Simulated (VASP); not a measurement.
A run of VASP 6.6.1:

INCAR

```
PREC = Accurate
ENCUT = 520
EDIFF = 1E-6
ISMEAR = -1
SIGMA = 0.05
LREAL = F
LASPH = T
NELM = 100
ALGO = Fast
ISIF = 2
LWAVE = F
LCHARG = T
GGA = CA
LELF = T
LVHAR = T
NBANDS = 11
```

KPOINTS

```
regular mesh
0
Gamma
  8 8 8
```

Contents of POSCAR:

```
Sr
1.0
    0.0000000000      3.0823855122      3.0823855122
    3.0823855122      0.0000000000      3.0823855122
    3.0823855122      3.0823855122      0.0000000000
Sr
1
Direct
    0.0000000000      0.0000000000      0.0000000000
```

Potentials or basis: VASP PAW LDA potentials, release 64 (Sr_sv).

Run with:

```console
$ cat potpaw_LDA.64/Sr_sv/POTCAR > POTCAR
$ mpirun -np 1 vasp_std > vasp.out
```

Hardware: 1 thread of AMD EPYC 7R13 Processor (Zen 3) (shared host).

How long does it take, and how much memory?

Run time: 13 s on 1 thread of AMD EPYC 7R13 Processor (Zen 3), on a shared host, peak memory 0.13 GiB. Counts: scf iterations 12, k points 29.
